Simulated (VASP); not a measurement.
# MoS (Pm-3m) in VASP: further runs

The runs below take MoS through single point, with PBE+U.

Everything below comes from runs of VASP 6.6.1. Logs are shortened: lines on timing, memory, paths and dates and some standing lists are left out, and cuts for length are marked.

## Step 1: The cell of the first run

It takes space group Pm-3m (No. 221, cubic). Conventional cell: a = 3.029 Å, b = 3.029 Å, c = 3.029 Å, α = 90.00°, β = 90.00°, γ = 90.00°. Mo (site symmetry m-3m) has 8 S at 2.62 Å and 6 Mo at 3.03 Å within 3.5 Å. Within 3.5 Å of S (site symmetry m-3m) lie 8 Mo at 2.62 Å and 6 S at 3.03 Å.

## Step 2: Single point, PBE+U, collinear spin

Contents of INCAR:

```
PREC = Accurate
ENCUT = 520
EDIFF = 1E-7
ISMEAR = 0
SIGMA = 0.1
LREAL = F
LASPH = T
NELM = 150
ALGO = Normal
ISIF = 2
LWAVE = F
LCHARG = F
ISPIN = 2
MAGMOM = 2 0
LORBIT = 11
LMAXMIX = 4
LDAU = T
LDAUTYPE = 2
LDAUL = 2 -1
LDAUU = 4.38 0
LDAUJ = 0 0
LDAUPRINT = 1
GGA = PE
NBANDS = 21
```

Contents of KPOINTS:

```
Automatic mesh
0
Gamma
  14 14 14
```

Contents of POSCAR:

```
MoS
1.0
    3.0287574617      0.0000000000      0.0000000000
    0.0000000000      3.0287574617      0.0000000000
    0.0000000000      0.0000000000      3.0287574617
Mo S
1 1
Direct
    0.0000000000      0.0000000000      0.0000000000
    0.5000000000      0.5000000000      0.5000000000
```

Potentials or basis: VASP PAW PBE potentials, release 64 (Mo_sv, S).

On the command line:

```bash
> cat potpaw_PBE.64/Mo_sv/POTCAR potpaw_PBE.64/S/POTCAR > POTCAR
> mpirun -np 1 vasp_std > vasp.out
```

OUTCAR:

```text
PREC = Accurate
   ENCUT = 520
   EDIFF = 1E-7
   ISMEAR = 0
   LREAL = F
   LASPH = T
   NELM = 150
   ISIF = 2
   ISPIN = 2
   LORBIT = 11
   GGA = PE

 ion  position               nearest neighbor table
   1  0.000  0.000  0.000-   2 2.62   2 2.62   2 2.62   2 2.62   2 2.62   2 2.62   2 2.62   2 2.62

   2  0.500  0.500  0.500-   1 2.62   1 2.62   1 2.62   1 2.62   1 2.62   1 2.62   1 2.62   1 2.62

  LATTYP: Found a simple cubic cell.
 ALAT       =     3.0287574617

  Lattice vectors:

 A1 = (   3.0287574617,   0.0000000000,   0.0000000000)
 A2 = (   0.0000000000,   3.0287574617,   0.0000000000)
 A3 = (   0.0000000000,   0.0000000000,   3.0287574617)

Analysis of symmetry for initial positions (statically):
=====================================================================
 Subroutine PRICEL returns:
 Original cell was already a primitive cell.

 Routine SETGRP: Setting up the symmetry group for a
 simple cubic supercell.

 Subroutine GETGRP returns: Found 48 space group operations
 (whereof 48 operations were pure point group operations)
 out of a pool of 48 trial point group operations.

The static configuration has the point symmetry O_h .

Analysis of symmetry for dynamics (positions and initial velocities):
=====================================================================
 Subroutine PRICEL returns:
 Original cell was already a primitive cell.

 Routine SETGRP: Setting up the symmetry group for a
 simple cubic supercell.

 Subroutine GETGRP returns: Found 48 space group operations
 (whereof 48 operations were pure point group operations)
 out of a pool of 48 trial point group operations.

The dynamic configuration has the point symmetry O_h .

Analysis of structural, dynamic, and magnetic symmetry:
=====================================================================
 Subroutine PRICEL returns:
 Original cell was already a primitive cell.

 Routine SETGRP: Setting up the symmetry group for a
 simple cubic supercell.

 Subroutine GETGRP returns: Found 48 space group operations
 (whereof 48 operations were pure point group operations)
 out of a pool of 48 trial point group operations.

The overall configuration has the point symmetry O_h .

 Subroutine INISYM returns: Found 48 space group operations
 (whereof 48 operations are pure point group operations),
 and found     1 'primitive' translations

----------------------------------------------------------------------------------------

                                     Primitive cell

  volume of cell :      27.7839

  direct lattice vectors                    reciprocal lattice vectors
     3.028757462  0.000000000  0.000000000     0.330168398  0.000000000  0.000000000
     0.000000000  3.028757462  0.000000000     0.000000000  0.330168398  0.000000000
     0.000000000  0.000000000  3.028757462     0.000000000  0.000000000  0.330168398

  length of vectors
     3.028757462  3.028757462  3.028757462     0.330168398  0.330168398  0.330168398

  position of ions in fractional coordinates (direct lattice)
     0.000000000  0.000000000  0.000000000
     0.500000000  0.500000000  0.500000000

  ion indices of the primitive-cell ions
   primitive index   ion index
                 1           1
                 2           2

----------------------------------------------------------------------------------------

 KPOINTS: Automatic mesh

Automatic generation of k-mesh.
 Grid dimensions read from file:
 generate k-points for:   14   14   14

 Generating k-lattice:

  Cartesian coordinates                     Fractional coordinates (reciprocal lattice)
     0.023583457  0.000000000  0.000000000     0.071428571  0.000000000  0.000000000
     0.000000000  0.023583457  0.000000000     0.000000000  0.071428571  0.000000000
     0.000000000  0.000000000  0.023583457     0.000000000  0.000000000  0.071428571

  Length of vectors
     0.023583457  0.023583457  0.023583457

  Shift w.r.t. Gamma in fractional coordinates (k-lattice)
     0.000000000  0.000000000  0.000000000

 Subroutine IBZKPT returns following result:
 ===========================================

 Found    120 irreducible k-points:

 Following reciprocal coordinates:
            Coordinates               Weight
  0.000000  0.000000  0.000000      1.000000
  0.071429  0.000000  0.000000      6.000000
  0.142857  0.000000  0.000000      6.000000
  0.214286  0.000000  0.000000      6.000000
  0.285714  0.000000  0.000000      6.000000
  0.357143  0.000000  0.000000      6.000000
[... 16 lines left out ...]
  0.285714  0.214286  0.000000     24.000000
  0.357143  0.214286  0.000000     24.000000
 [... further k-points ...]
   k-points           NKPTS =    120   k-points in BZ     NKDIM =    120   number of bands    NBANDS=     21
   number of dos      NEDOS =    301   number of ions     NIONS =      2
   total plane-waves  NPLWV =  13824
   dimension x,y,z NGX =    24 NGY =   24 NGZ =   24
   dimension x,y,z NGXF=    48 NGYF=   48 NGZF=   48
   ions per type =               1   1
   NGX,Y,Z   is equivalent  to a cutoff of  13.17, 13.17, 13.17 a.u.
   NGXF,Y,Z  is equivalent  to a cutoff of  26.35, 26.35, 26.35 a.u.
 SYSTEM =  unknown system
   PREC   = accura    normal or accurate (medium, high low for compatibility)
   ISTART =      0    job   : 0-new  1-cont  2-samecut
   ICHARG =      2    charge: 1-file 2-atom 10-const
   ISPIN  =      2    spin polarized calculation?
   LNONCOLLINEAR =      F non collinear calculations
   LSORBIT =      F    spin-orbit coupling
   LASPH  =      T    aspherical Exc in radial PAW
   ENCUT  =  520.0 eV  38.22 Ry    6.18 a.u.   5.63  5.63  5.63*2*pi/ulx,y,z
   NELM   =    150;   NELMIN=  2; NELMDL= -5     # of ELM steps
   EDIFF  = 0.1E-06   stopping-criterion for ELM
   LREAL  =      F    real-space projection
   EDIFFG = 0.1E-05   stopping-criterion for IOM
   NSW    =      0    number of steps for IOM
   IBRION =     -1    ionic relax: 0-MD 1-quasi-New 2-CG
   NFREE  =      0    steps in history (QN), initial steepest desc. (CG)
   ISIF   =      2    stress and relaxation
   ISYM   =      2    0-nonsym 1-usesym 2-fastsym
   POTIM  = 0.5000    time-step for ionic-motion
   TEBEG  =    0.0;   TEEND  =   0.0 temperature during run
   PSTRESS=    0.0 pullay stress
   NELECT =      20.0000    total number of electrons
   NUPDOWN=      -1.0000    fix difference up-down
   EMIN   =  10.00;   EMAX   =-10.00  energy-range for DOS
   EFERMI =   0.00;   METHOD = LEGACY
   ISMEAR =     0;   SIGMA  =   0.10  broadening in eV -4-tet -1-fermi 0-gaus
   EFERMI_NEDOS =   21; number of points for ismear=-14 and -15
   IALGO  =     38    algorithm
   IMIX   =      4    mixing-type and parameters
     AMIX     =   0.40;   BMIX     =  1.00
     AMIX_MAG =   1.60;   BMIX_MAG =  1.00
  volume/ion in A,a.u.               =      13.89        93.75
  Fermi-wavevector in a.u.,A,eV,Ry     =   1.467192  2.772591 29.288620  2.152653
  Thomas-Fermi vector in A             =   2.582839
   LORBIT       =     11    0 simple, 1 ext, 2 COOP (PROOUT), +10 PAW based schemes
 LDA+U is selected, type is set to LDAUTYPE =  2
   angular momentum for each species LDAUL =     2   -1
   U (eV)           for each species LDAUU =   4.4  0.0
   J (eV)           for each species LDAUJ =   0.0  0.0
   GGA     = PE    functional components
   LHFCALC =     F    Hartree Fock is set to
   AEXX    =    0.0000 exact exchange contribution
   IVDW    =     0    specifies the selected vdW correction
   LEPSILON=     F    determine dielectric tensor
   LRPA    =     F    only Hartree local field effects (RPA)
 spin polarized calculation
 Gauss-broadening in eV      SIGMA  =   0.10
  energy-cutoff  :      520.00
  volume of cell :       27.78
 maximum number of plane-waves:       768
 NGX is ok and might be reduce to    24
   NGX = 11   NGY = 11   NGZ = 11

atom =   1  type =  1  l = 2

 onsite density matrix

spin component  1

  0.6031 -0.0000  0.0000 -0.0000  0.0000
 -0.0000  0.6031  0.0000  0.0000 -0.0000
  0.0000  0.0000  0.4726  0.0000 -0.0000
 -0.0000  0.0000  0.0000  0.6031 -0.0000
  0.0000 -0.0000 -0.0000 -0.0000  0.4726

spin component  2

  0.1375  0.0000  0.0000  0.0000 -0.0000
  0.0000  0.1375  0.0000 -0.0000 -0.0000
  0.0000  0.0000  0.4223  0.0000  0.0000
  0.0000 -0.0000  0.0000  0.1375 -0.0000
 -0.0000 -0.0000  0.0000 -0.0000  0.4223

 occupancies and eigenvectors

  o =  0.1375  v =  0.0000  0.0000  0.0000  0.0000  0.0000  1.0000  0.0000  0.0000  0.0000  0.0000      0.0000  0.0000  0.0000  0.0000  0.0000  0.0000  0.0000  0.0000  0.0000  0.0000
  o =  0.1375  v =  0.0000  0.0000  0.0000  0.0000  0.0000  0.0000 -0.9947  0.0000  0.1026 -0.0000      0.0000  0.0000  0.0000  0.0000  0.0000  0.0000  0.0000  0.0000  0.0000  0.0000
  o =  0.1375  v =  0.0000  0.0000  0.0000  0.0000  0.0000  0.0000 -0.1026  0.0000 -0.9947 -0.0000      0.0000  0.0000  0.0000  0.0000  0.0000  0.0000  0.0000  0.0000  0.0000  0.0000
  o =  0.4223  v =  0.0000  0.0000  0.0000  0.0000  0.0000  0.0000  0.0000 -0.9984 -0.0000  0.0563      0.0000  0.0000  0.0000  0.0000  0.0000  0.0000  0.0000  0.0000  0.0000  0.0000
  o =  0.4223  v =  0.0000  0.0000  0.0000  0.0000  0.0000  0.0000  0.0000 -0.0563  0.0000 -0.9984      0.0000  0.0000  0.0000  0.0000  0.0000  0.0000  0.0000  0.0000  0.0000  0.0000
  o =  0.4726  v =  0.0000 -0.0000 -0.9988  0.0000 -0.0496  0.0000  0.0000  0.0000  0.0000  0.0000      0.0000  0.0000  0.0000  0.0000  0.0000  0.0000  0.0000  0.0000  0.0000  0.0000
  o =  0.4726  v =  0.0000  0.0000 -0.0496  0.0000  0.9988  0.0000  0.0000  0.0000  0.0000  0.0000      0.0000  0.0000  0.0000  0.0000  0.0000  0.0000  0.0000  0.0000  0.0000  0.0000
  o =  0.6031  v =  1.0000  0.0000  0.0000  0.0000  0.0000  0.0000  0.0000  0.0000  0.0000  0.0000      0.0000  0.0000  0.0000  0.0000  0.0000  0.0000  0.0000  0.0000  0.0000  0.0000
  o =  0.6031  v =  0.0000  0.7093  0.0000  0.7049 -0.0000  0.0000  0.0000  0.0000  0.0000  0.0000      0.0000  0.0000  0.0000  0.0000  0.0000  0.0000  0.0000  0.0000  0.0000  0.0000
  o =  0.6031  v =  0.0000 -0.7049 -0.0000  0.7093  0.0000  0.0000  0.0000  0.0000  0.0000  0.0000      0.0000  0.0000  0.0000  0.0000  0.0000  0.0000  0.0000  0.0000  0.0000  0.0000

 number of electron      20.0000004 magnetization       1.5445567

 Free energy of the ion-electron system (eV)
  ---------------------------------------------------
  ext. energy  EPLUGINS =         0.00000000
  ---------------------------------------------------
  free energy    TOTEN  =       -10.28383664 eV

  energy without entropy =      -10.27870863  energy(sigma->0) =      -10.28127263

 E-fermi :  13.1129     XC(G=0): -12.9043

 val. band max:       13.0967615825   @ k =   0.4286   0.2143   0.2143
 cond. band min:      13.1195843150   @ k =   0.3571   0.2857   0.0000
 fundamental gap:      0.0228227325
 Fermi energy:        13.1129470034

 spin component 1

 k-point     1 :       0.0000    0.0000    0.0000
  band No.  band energies     occupation
      1     -49.1219      1.00000
      2     -23.1113      1.00000
      3     -23.1113      1.00000
      4     -23.1113      1.00000
      5      -3.8660      1.00000
      6       8.4114      1.00000
[... 550 lines left out ...]
      5      -2.1252      1.00000
      6       4.9749      1.00000
[... 13 lines left out ...]
     20      28.3088      0.00000
     21      32.9412      0.00000

 [... further k-points ...]

 spin component 2

 k-point     1 :       0.0000    0.0000    0.0000
  band No.  band energies     occupation
      1     -48.1336      1.00000
      2     -22.0105      1.00000
      3     -22.0105      1.00000
      4     -22.0105      1.00000
      5      -3.8665      1.00000
      6       9.1292      1.00000
[... 550 lines left out ...]
      5      -2.1337      1.00000
      6       5.2718      1.00000
[... 13 lines left out ...]
     20      28.6801      0.00000
     21      33.4443      0.00000

 [... further k-points ...]

------------------------ aborting loop because EDIFF is reached ----------------------------------------

  FORCE on cell =-STRESS in cart. coord.  units (eV):
  Direction    XX          YY          ZZ          XY          YZ          ZX
  --------------------------------------------------------------------------------------
  -------------------------------------------------------------------------------------
  Total        2.1702991      2.1702991      2.1702991     -0.0000000     -0.0000000      0.0000000
  in kB      125.1516799    125.1516799    125.1516799     -0.0000000     -0.0000000      0.0000000
  external PRESSURE =     125.1516799 kB  Pullay stress =       0.0000000 kB

 VOLUME and BASIS-vectors are now :
 -----------------------------------------------------------------------------
  energy-cutoff  :      520.00
  volume of cell :       27.78
      direct lattice vectors                 reciprocal lattice vectors
     3.028757462  0.000000000  0.000000000     0.330168398  0.000000000  0.000000000
     0.000000000  3.028757462  0.000000000     0.000000000  0.330168398  0.000000000
     0.000000000  0.000000000  3.028757462     0.000000000  0.000000000  0.330168398

 POSITION                                       TOTAL-FORCE (eV/Angst)
 -----------------------------------------------------------------------------------
      0.00000      0.00000      0.00000         0.000000      0.000000      0.000000
      1.51438      1.51438      1.51438         0.000000      0.000000      0.000000
 -----------------------------------------------------------------------------------
    total drift:                               -0.000000      0.000000      0.000000

  FREE ENERGIE OF THE ION-ELECTRON SYSTEM (eV)
  ---------------------------------------------------
  free  energy   TOTEN  =       -10.2838366403 eV

  energy  without entropy=      -10.2787086280  energy(sigma->0) =      -10.28127263

 total charge

# of ion       s       p       d       tot
------------------------------------------
    1        2.246   6.148   3.963  12.357
    2        1.352   2.335   0.000   3.687
--------------------------------------------------
tot          3.598   8.483   3.963  16.044

 magnetization (x)

# of ion       s       p       d       tot
------------------------------------------
    1        0.021   0.030   1.486   1.537
    2        0.020  -0.180   0.000  -0.159
--------------------------------------------------
tot          0.041  -0.150   1.486   1.378
```

Wall time 63 s (1 thread of AMD EPYC 9R45 (Zen 5), shared host); peak memory 0.19 GiB.

What came out:

* Free energy: -10.2838 eV
* Pressure: 12.5 GPa
* Net moment: 1.54 μB per cell
* Site moments: Mo +1.54; S -0.16 μB
* Valence electrons inside the program's atomic spheres: Mo 12.36; S 3.69

Eigenvalues of the final occupation matrices:
```
    site  spin  trace               eigenvalues
site 1 d     1   2.75  0.47 0.47 0.60 0.60 0.60
site 1 d     2   1.26  0.14 0.14 0.14 0.42 0.42
```

Caveat: the cell stands under pressure.

## Step 3: Single point, PBE+U, collinear spin

This run uses another cell than the first one, of 14.50 Å³/atom.

Contents of INCAR:

```
SYSTEM = MoS
  ALGO = Normal
  EDIFF = 1E-6
  ENCUT = 520
  GGA = PE
  ISIF = 2
  ISMEAR = 0
  ISPIN = 2
  LASPH = .True.
  LCHARG = .False.
  LDAU = .True.
  LDAUJ = 0 0
  LDAUL = 2 -1
  LDAUPRINT = 1
  LDAUTYPE = 2
  LDAUU = 4.38 0
  LMAXMIX = 4
  LORBIT = 11
  LREAL = .False.
  LWAVE = .False.
  MAGMOM = 2 0
  NBANDS = 21
  NELM = 150
  PREC = Accurate
  SIGMA = 0.1
```

Contents of KPOINTS:

```
k-points
0
Gamma
  14 14 14
  0 0 0
```

Contents of POSCAR:

```
MoS
1.0
    3.0720312719      0.0000000000      0.0000000000
    0.0000000000      3.0720312719      0.0000000000
    0.0000000000      0.0000000000      3.0720312719
Mo S
1 1
Direct
    0.0000000000      0.0000000000      0.0000000000
    0.5000000000      0.5000000000      0.5000000000
```

Potentials or basis: VASP PAW PBE potentials, release 64 (Mo_sv, S).

On the command line:

```bash
> cat potpaw_PBE.64/Mo_sv/POTCAR potpaw_PBE.64/S/POTCAR > POTCAR
> mpirun -np 1 vasp_std > vasp.out
```

Wall time 60 s (1 thread of AMD EPYC 9R45 (Zen 5), shared host); peak memory 0.2 GiB.

The run converged. Its results:

| Quantity | Value |
| --- | --- |
| Free energy | -10.3598 eV |
| Pressure | 7.0 GPa |
| Net moment | 1.79 μB per cell |
| Site moments | Mo +1.76; S -0.17 μB |
| Valence electrons inside the program's atomic spheres | Mo 12.29; S 3.67 |

Levels at points of the mesh, in eV from the Fermi level:
Spin up:
```
           k point  band 8  band 9  band 10  band 11  band 12  band 13  band 14  band 15
(0.00, 0.00, 0.00)   -2.59   -2.59    -2.59    -1.00    -1.00    -1.00     2.97     8.83
(0.50, 0.00, 0.00)   -4.92   -3.41    -0.63     1.32     2.74     2.74     4.65     5.49
(0.50, 0.50, 0.00)   -3.94   -2.60    -2.60    -1.34    -1.13     1.72     4.57    10.17
(0.50, 0.50, 0.50)   -8.51    1.84     1.84     2.56     2.56     2.56     3.18     3.18
```
Spin down:
```csv
k point,band 6,band 7,band 8,band 9,band 10,band 11,band 12,band 13
"(0.00, 0.00, 0.00)",-3.49,-3.49,-2.62,-2.62,-2.62,2.71,2.71,2.71
"(0.50, 0.00, 0.00)",-8.92,-3.51,-3.51,-2.34,2.39,3.28,4.75,4.97
"(0.50, 0.50, 0.00)",-6.52,-6.52,-3.03,-1.45,0.67,0.67,1.66,3.00
"(0.50, 0.50, 0.50)",-7.42,-7.42,-7.42,3.01,3.01,3.01,3.12,3.12
```

Eigenvalues of the final occupation matrices:
```
    site  spin  trace               eigenvalues
site 1 d     1   2.84  0.47 0.47 0.63 0.63 0.63
site 1 d     2   1.12  0.12 0.12 0.12 0.39 0.39
```

Caveat: the cell stands under pressure.
